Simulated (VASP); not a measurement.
Set up this calculation in VASP 6.6.1, as the native input.

| Property | Result |
| --- | --- |
| Task | single point |
| Functional | PBEsol |
| Potentials or basis | VASP PAW PBE potentials, release 64 (Cd) |
| Cutoff | 520 eV |
| k mesh | 8 × 8 × 4 |
| Occupations | fermi-dirac, width 0.05 eV |
| Spin | no spin polarisation |
| Dipole correction | no |
| Further INCAR settings | ALGO = Fast; EDIFF = 1e-06; NBANDS = 19 |

The structure of Cd lies in POSCAR:

```
Cd
1.0
    2.9788700000      0.0000000000      0.0000000000
   -1.4894350000      2.5797770946      0.0000000000
    0.0000000000      0.0000000000      5.6176500000
Cd
2
Direct
    0.6666666667      0.3333333333      0.7500000000
    0.3333333333      0.6666666667      0.2500000000
```

One way to write it, as run:

INCAR

```
ALGO = Fast
EDIFF = 1E-6
ENCUT = 520
GGA = PS
ISIF = 2
ISMEAR = -1
LASPH = T
LCHARG = F
LREAL = F
LWAVE = F
NBANDS = 19
NELM = 100
PREC = Accurate
SIGMA = 0.05
```

KPOINTS

```
k-points
0
Gamma
  8 8 4
```

Potentials or basis: VASP PAW PBE potentials, release 64 (Cd).

Launch:

```bash
$ cat potpaw_PBE.64/Cd/POTCAR > POTCAR
$ mpirun -np 1 vasp_std > vasp.out
```

It gave:

```json
{
 "Pressure": "-0.9 GPa",
 "Band gap on the k mesh": "zero (band 12 reaches 3.69 eV, above the bottom of band 13 at -0.24 eV)"
}
```

Caveat: the PAW data sets were made with another functional, which shifts forces and pressure a little.

It took 28 s on 1 thread of AMD EPYC 7R43 64-Core Processor (Zen 3) (shared host), peak memory 0.12 GiB.
